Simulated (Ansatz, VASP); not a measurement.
**Sb in VASP and in Ansatz**

File INCAR:

```
SYSTEM = Sb
ALGO = Normal
EDIFF = 1E-6
ENCUT = 520
GGA = PE
ISIF = 2
ISMEAR = 0
LASPH = .True.
LCHARG = .True.
LELF = .True.
LREAL = .False.
LVHAR = .True.
LWAVE = .False.
NBANDS = 8
NELM = 80
PREC = Accurate
SIGMA = 0.15
```

The input KPOINTS:

```
k-points
0
Gamma
  24 24 24
  0 0 0
```

Contents of POSCAR:

```
Sb
1.0
   -1.5765401831      1.5765401831      2.7119384313
    1.5765401831     -1.5765401831      2.7119384313
    1.5765401831      1.5765401831     -2.7119384313
Sb
1
Direct
    0.0000000000      0.0000000000      0.0000000000
```

Input for Ansatz:

```yaml
crystal:
  lattice:
    - [-1.5765401831, 1.5765401831, 2.7119384313]
    - [1.5765401831, -1.5765401831, 2.7119384313]
    - [1.5765401831, 1.5765401831, -2.7119384313]
  atoms:
    - { symbol: Sb, position: [0.0, 0.0, 0.0] }
basis:
  ecutwfc: 420
kpoints:
  mp_grid: { grid: [24, 24, 24] }
hamiltonian:
  xc: pbe
scf:
  occupations: { method: gaussian, width: 0.15 }
output:
  forces: true
  stress: true
  eigenvalues: true
```

Alike in both runs: task single point; functional PBE; k mesh 24 × 24 × 24; occupations gaussian, width 0.15 eV; no spin polarisation.

|  | VASP | Ansatz |
| --- | --- | --- |
| version | VASP 6.6.1 | Ansatz 0.2.0 |
| potentials or method | VASP PAW PBE potentials, release 64 (Sb), cutoff 520 eV | scalar-relativistic, plane waves, PAW |
| valence electrons in the cell | 5 | 15 |

VASP gave:

```
gap on the k mesh at the Fermi level (eV)                     : none
pressure (GPa)                                                : 1.8
traceless stress, the component that is largest in VASP (GPa) : -0.10
```

**Question.** Which values does Ansatz return?

**Answer.** gap on the k mesh at the Fermi level (eV): none; pressure (GPa): 1.9; traceless stress, the component that is largest in VASP (GPa): -0.08.

A gap of «none» marks a metal or a gap that the smearing closes. VASP's potentials hold 5 valence electrons a cell and Ansatz's 15, so a difference there can come from the potentials and not from the codes.

Spin-orbit coupling is off throughout.
